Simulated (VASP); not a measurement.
# As (R-3m) in VASP: a series of runs

Runs on As. Level: PBE+D3(BJ). Tasks: single point.

All numbers are computed with VASP 6.6.1; they aren't measurements. Logs are shortened: lines on timing, memory, paths and dates and some standing lists are left out, and cuts for length are marked.

## Step 1: The cell of the first run

Symmetry: R-3m, No. 166, trigonal system. Conventional cell: a = 3.766 Å, b = 3.766 Å, c = 9.899 Å, α = 90.00°, β = 90.00°, γ = 120.00°. As (site symmetry 3m) has 6 As at 2.53 to 2.96 Å within 3.3 Å.

## Step 2: Single point, PBE+D3(BJ) (20.26 Å³/atom)

INCAR reads:

```
SYSTEM = As
PREC = Accurate
ENCUT = 520
EDIFF = 1E-6
ISMEAR = 0
SIGMA = 0.1
LREAL = .FALSE.
LASPH = .TRUE.
NELM = 60
ALGO = Normal
ISIF = 2
LWAVE = .FALSE.
LCHARG = .TRUE.
GGA = PE
IVDW = 12
LELF = .TRUE.
LVHAR = .TRUE.
NBANDS = 12
```

KPOINTS reads:

```
regular mesh
0
G
  15 15 15
  0 0 0
```

POSCAR reads:

```
As
1.0
    1.8830331589      1.0871697011      3.2995081755
   -1.8830331589      1.0871697011      3.2995081755
    0.0000000000     -2.1743394024      3.2995081754
As
2
Direct
    0.7682868490      0.7682868490      0.7682868490
    0.2317131510      0.2317131510      0.2317131510
```

Potentials or basis: VASP PAW PBE potentials, release 64 (As).

On the command line:

```console
> cat potpaw_PBE.64/As/POTCAR > POTCAR
> mpirun -np 1 vasp_std > vasp.out
```

OUTCAR:

```text
SYSTEM = As
   PREC = Accurate
   ENCUT = 520
   EDIFF = 1E-6
   ISMEAR = 0
   LREAL = .FALSE.
   LASPH = .TRUE.
   NELM = 60
   ISIF = 2
   GGA = PE
   IVDW = 12
 IVDW          = 12

 ion  position               nearest neighbor table
   1  0.768  0.768  0.768-   2 2.53   2 2.53   2 2.53
   2  0.232  0.232  0.232-   1 2.53   1 2.53   1 2.53

  LATTYP: Found a trigonal (rhomboedric) cell.
 ALAT       =     3.9515194592
 COS(alpha) =     0.5458307974

  Lattice vectors:

 A1 = (   1.8830331589,   1.0871697011,   3.2995081755)
 A2 = (  -1.8830331589,   1.0871697011,   3.2995081755)
 A3 = (   0.0000000000,  -2.1743394024,   3.2995081754)

Analysis of symmetry for initial positions (statically):
=====================================================================
 Subroutine PRICEL returns:
 Original cell was already a primitive cell.

 Routine SETGRP: Setting up the symmetry group for a
 trigonal (rhombohedral) supercell.

 Subroutine GETGRP returns: Found 12 space group operations
 (whereof 12 operations were pure point group operations)
 out of a pool of 12 trial point group operations.

The static configuration has the point symmetry D_3d.

Analysis of symmetry for dynamics (positions and initial velocities):
=====================================================================
 Subroutine PRICEL returns:
 Original cell was already a primitive cell.

 Routine SETGRP: Setting up the symmetry group for a
 trigonal (rhombohedral) supercell.

 Subroutine GETGRP returns: Found 12 space group operations
 (whereof 12 operations were pure point group operations)
 out of a pool of 12 trial point group operations.

The dynamic configuration has the point symmetry D_3d.

 Subroutine INISYM returns: Found 12 space group operations
 (whereof 12 operations are pure point group operations),
 and found     1 'primitive' translations

----------------------------------------------------------------------------------------

                                     Primitive cell

  volume of cell :      40.5281

  direct lattice vectors                    reciprocal lattice vectors
     1.883033159  1.087169701  3.299508176     0.265529047  0.153303267  0.101025158
    -1.883033159  1.087169701  3.299508176    -0.265529047  0.153303267  0.101025158
     0.000000000 -2.174339402  3.299508175     0.000000000 -0.306606533  0.101025158

  length of vectors
     3.951519459  3.951519459  3.951519459     0.322821388  0.322821388  0.322821388

  position of ions in fractional coordinates (direct lattice)
     0.768286849  0.768286849  0.768286849
     0.231713151  0.231713151  0.231713151

  ion indices of the primitive-cell ions
   primitive index   ion index
                 1           1
                 2           2

----------------------------------------------------------------------------------------

 KPOINTS: regular mesh

Automatic generation of k-mesh.
 Grid dimensions read from file:
 generate k-points for:   15   15   15

 Generating k-lattice:

  Cartesian coordinates                     Fractional coordinates (reciprocal lattice)
     0.017701936  0.010220218  0.006735011     0.066666667  0.000000000  0.000000000
    -0.017701936  0.010220218  0.006735011     0.000000000  0.066666667  0.000000000
     0.000000000 -0.020440436  0.006735011     0.000000000  0.000000000  0.066666667

  Length of vectors
     0.021521426  0.021521426  0.021521426

  Shift w.r.t. Gamma in fractional coordinates (k-lattice)
     0.000000000  0.000000000  0.000000000

 Subroutine IBZKPT returns following result:
 ===========================================

 Found    344 irreducible k-points:

 Following reciprocal coordinates:
            Coordinates               Weight
  0.000000  0.000000  0.000000      1.000000
  0.066667 -0.000000 -0.000000      6.000000
  0.133333  0.000000  0.000000      6.000000
  0.200000  0.000000 -0.000000      6.000000
  0.266667  0.000000  0.000000      6.000000
  0.333333 -0.000000  0.000000      6.000000
[... 16 lines left out ...]
  0.133333  0.133333  0.000000      6.000000
  0.200000  0.133333  0.000000     12.000000
 [... further k-points ...]
   k-points           NKPTS =    344   k-points in BZ     NKDIM =    344   number of bands    NBANDS=     12
   number of dos      NEDOS =    301   number of ions     NIONS =      2
   total plane-waves  NPLWV =  27000
   dimension x,y,z NGX =    30 NGY =   30 NGZ =   30
   dimension x,y,z NGXF=    60 NGYF=   60 NGZF=   60
   ions per type =               2
   NGX,Y,Z   is equivalent  to a cutoff of  12.62, 12.62, 12.62 a.u.
   NGXF,Y,Z  is equivalent  to a cutoff of  25.24, 25.24, 25.24 a.u.
 SYSTEM =  As
   PREC   = accura    normal or accurate (medium, high low for compatibility)
   ISTART =      0    job   : 0-new  1-cont  2-samecut
   ICHARG =      2    charge: 1-file 2-atom 10-const
   ISPIN  =      1    spin polarized calculation?
   LNONCOLLINEAR =      F non collinear calculations
   LSORBIT =      F    spin-orbit coupling
   LASPH  =      T    aspherical Exc in radial PAW
   ENCUT  =  520.0 eV  38.22 Ry    6.18 a.u.   7.35  7.35  7.35*2*pi/ulx,y,z
   NELM   =     60;   NELMIN=  2; NELMDL= -5     # of ELM steps
   EDIFF  = 0.1E-05   stopping-criterion for ELM
   LREAL  =      F    real-space projection
   EDIFFG = 0.1E-04   stopping-criterion for IOM
   NSW    =      0    number of steps for IOM
   IBRION =     -1    ionic relax: 0-MD 1-quasi-New 2-CG
   NFREE  =      0    steps in history (QN), initial steepest desc. (CG)
   ISIF   =      2    stress and relaxation
   ISYM   =      2    0-nonsym 1-usesym 2-fastsym
   POTIM  = 0.5000    time-step for ionic-motion
   TEBEG  =    0.0;   TEEND  =   0.0 temperature during run
   PSTRESS=    0.0 pullay stress
   NELECT =      10.0000    total number of electrons
   NUPDOWN=      -1.0000    fix difference up-down
   EMIN   =  10.00;   EMAX   =-10.00  energy-range for DOS
   EFERMI =   0.00;   METHOD = LEGACY
   ISMEAR =     0;   SIGMA  =   0.10  broadening in eV -4-tet -1-fermi 0-gaus
   EFERMI_NEDOS =   21; number of points for ismear=-14 and -15
   IALGO  =     38    algorithm
   IMIX   =      4    mixing-type and parameters
     AMIX     =   0.40;   BMIX     =  1.00
     AMIX_MAG =   1.60;   BMIX_MAG =  1.00
  volume/ion in A,a.u.               =      20.26       136.75
  Fermi-wavevector in a.u.,A,eV,Ry     =   1.026809  1.940387 14.345116  1.054336
  Thomas-Fermi vector in A             =   2.160721
   LORBIT       =      0    0 simple, 1 ext, 2 COOP (PROOUT), +10 PAW based schemes
   GGA     = PE    functional components
   LHFCALC =     F    Hartree Fock is set to
   AEXX    =    0.0000 exact exchange contribution
   IVDW    =    12    specifies the selected vdW correction
   LEPSILON=     F    determine dielectric tensor
   LRPA    =     F    only Hartree local field effects (RPA)
 non-spin polarized calculation
 Gauss-broadening in eV      SIGMA  =   0.10
  energy-cutoff  :      520.00
  volume of cell :       40.53
 maximum number of plane-waves:      1104
 NGX is ok and might be reduce to    30
   NGX = 15   NGY = 15   NGZ = 15

 number of electron      10.0000000 magnetization

 Free energy of the ion-electron system (eV)
  ---------------------------------------------------
  ext. energy  EPLUGINS =         0.00000000
  ---------------------------------------------------
  free energy    TOTEN  =        -9.27435536 eV

  energy without entropy =       -9.27377752  energy(sigma->0) =       -9.27406644

 E-fermi :   6.1079     XC(G=0): -10.2716

 val. band max:        6.0601118718   @ k =   0.4000   0.2667   0.2667
 cond. band min:       6.1291407072   @ k =   0.3333   0.1333   0.1333
 fundamental gap:      0.0690288354
 Fermi energy:         6.1078863939

 k-point     1 :       0.0000    0.0000    0.0000
  band No.  band energies     occupation
      1      -9.2759      2.00000
      2       0.7061      2.00000
      3       3.6895      2.00000
      4       3.9295      2.00000
      5       3.9295      2.00000
      6       8.3797      0.00000
      7       9.3334      0.00000
      8       9.3334      0.00000
      9      12.4311      0.00000
     10      12.4311      0.00000
     11      12.8542      0.00000
     12      14.5526      0.00000

 k-point     2 :       0.0667   -0.0000   -0.0000
  band No.  band energies     occupation
      1      -9.2143      2.00000
      2       0.4056      2.00000
      3       3.7103      2.00000
      4       3.9037      2.00000
      5       4.0278      2.00000
      6       8.4106      0.00000
      7       9.1870      0.00000
      8       9.2111      0.00000
      9      12.1221      0.00000
     10      12.3762      0.00000
     11      12.5781      0.00000
     12      15.0050      0.00000

 k-point     3 :       0.1333    0.0000    0.0000
  band No.  band energies     occupation
      1      -9.0299      2.00000
      2      -0.3389      2.00000
      3       3.6838      2.00000
      4       3.8357      2.00000
      5       4.3003      2.00000
      6       8.3451      0.00000
      7       8.8218      0.00000
      8       8.8492      0.00000
      9      11.7124      0.00000
     10      12.3949      0.00000
     11      12.4990      0.00000
     12      16.0590      0.00000
[... 286 lines left out ...]
 k-point    23 :       0.1333    0.1333    0.0000
  band No.  band energies     occupation
      1      -8.9651      2.00000
      2      -0.4276      2.00000
      3       3.0880      2.00000
      4       3.3924      2.00000
      5       5.2917      2.00000
      6       7.3223      0.00000
      7       8.7635      0.00000
      8       9.7967      0.00000
      9      11.6492      0.00000
     10      12.9008      0.00000
     11      13.2709      0.00000
     12      15.0228      0.00000

 k-point    24 :       0.2000    0.1333    0.0000
  band No.  band energies     occupation
      1      -8.7508      2.00000
      2      -0.9752      2.00000
      3       2.8199      2.00000
      4       3.2037      2.00000
      5       5.3780      2.00000
      6       7.0823      0.00000
      7       8.8149      0.00000
      8       9.7982      0.00000
      9      11.3421      0.00000
     10      13.2481      0.00000
     11      13.8234      0.00000
     12      15.5296      0.00000

 [... further k-points ...]

------------------------ aborting loop because EDIFF is reached ----------------------------------------

 Edisp (eV)   -0.89360

 E8    (eV) :    -0.3784

  FORCE on cell =-STRESS in cart. coord.  units (eV):
  Direction    XX          YY          ZZ          XY          YZ          ZX
  --------------------------------------------------------------------------------------
  -------------------------------------------------------------------------------------
  Total       0.49944     0.49944     0.50374     0.00000     0.00000     0.00000
  in kB      19.74402    19.74402    19.91407     0.00000     0.00000     0.00000
  external pressure =       19.80 kB  Pullay stress =        0.00 kB

 VOLUME and BASIS-vectors are now :
 -----------------------------------------------------------------------------
  energy-cutoff  :      520.00
  volume of cell :       40.53
      direct lattice vectors                 reciprocal lattice vectors
     1.883033159  1.087169701  3.299508176     0.265529047  0.153303267  0.101025158
    -1.883033159  1.087169701  3.299508176    -0.265529047  0.153303267  0.101025158
     0.000000000 -2.174339402  3.299508175     0.000000000 -0.306606533  0.101025158

 POSITION                                       TOTAL-FORCE (eV/Angst)
 -----------------------------------------------------------------------------------
      0.00000     -0.00000      7.60491         0.000000      0.000000     -0.057551
      0.00000     -0.00000      2.29362         0.000000     -0.000000      0.057551
 -----------------------------------------------------------------------------------
    total drift:                                0.000000     -0.000000      0.000000

  FREE ENERGIE OF THE ION-ELECTRON SYSTEM (eV)
  ---------------------------------------------------
  free  energy   TOTEN  =       -10.1679601731 eV

  energy  without entropy=      -10.1673823238  energy(sigma->0) =      -10.16767125
```

Run time: 1.9 min. Hardware: 1 thread of Intel Xeon 6975P-C (Granite Rapids), shared host; peak memory 0.28 GiB.

Results:

- Free energy: -10.1680 eV
- Pressure: 2.0 GPa
- Largest force: 0.058 eV/Å
- Band gap on the k mesh: zero (bands 5 and 6 overlap by 0.18 eV)
- Dispersion energy per atom: -0.447 eV

Forces in eV/Å, atoms in the order of the input:
```
As   0.000  0.000 -0.058
As   0.000  0.000  0.058
```

(Part 1 of 2 ends here.)
